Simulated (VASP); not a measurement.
Set up this calculation in VASP 6.6.1, as the native input.

```
Task                   : single point
Functional             : LDA
Potentials or basis    : VASP PAW LDA potentials, release 64 (Ag, I)
Cutoff                 : 500 eV
k mesh                 : 8 × 8 × 8
Occupations            : gaussian, width 0.01 eV
Spin                   : no spin polarisation
Dipole correction      : no
Further INCAR settings : ALGO = Normal; EDIFF = 1e-06; NBANDS = 16
```

The structure of AgI lies in POSCAR:

```
AgI
1.0
    0.0000000000      3.2886328091      3.2886328091
    3.2886328091      0.0000000000      3.2886328091
    3.2886328091      3.2886328091      0.0000000000
Ag I
1 1
Direct
    0.0000000000      0.0000000000      0.0000000000
    0.2500000000      0.2500000000      0.2500000000
```

These files were run (other wordings do the same):

INCAR

```
SYSTEM = AgI
PREC     = Accurate       ! precision mode
ENCUT    = 500            ! plane-wave cutoff, eV
EDIFF    = 1E-6           ! SCF threshold, eV
ISMEAR   = 0              ! smearing method
SIGMA    = 0.01           ! smearing width, eV
LREAL    = .FALSE.        ! projectors in reciprocal space
LASPH    = .TRUE.         ! aspherical terms in the spheres
NELM     = 120            ! most SCF steps
ALGO     = Normal         ! electronic algorithm
ISIF     = 2              ! what is computed and relaxed
LWAVE    = .FALSE.        ! write WAVECAR
LCHARG   = .TRUE.         ! write CHGCAR
LELF     = .TRUE.         ! ELF
LVHAR    = .TRUE.       
NBANDS   = 16             ! bands
GGA_COMPAT= .FALSE.
```

KPOINTS

```
regular mesh
0
G
  8 8 8
  0 0 0
```

Potentials or basis: VASP PAW LDA potentials, release 64 (Ag, I).

The run is started by

```bash
$ cat potpaw_LDA.64/Ag/POTCAR potpaw_LDA.64/I/POTCAR > POTCAR
$ mpirun -np 1 vasp_std > vasp.out
```

It gave:

* Pressure: -3.3 GPa
* Band gap on the k mesh: 1.09 eV, direct

Caveat: spin-orbit coupling is left out, which moves the levels of the heavy elements.

Wall time 49 s on 1 thread of Intel Xeon 8259CL, on a shared host, peak memory 0.19 GiB.
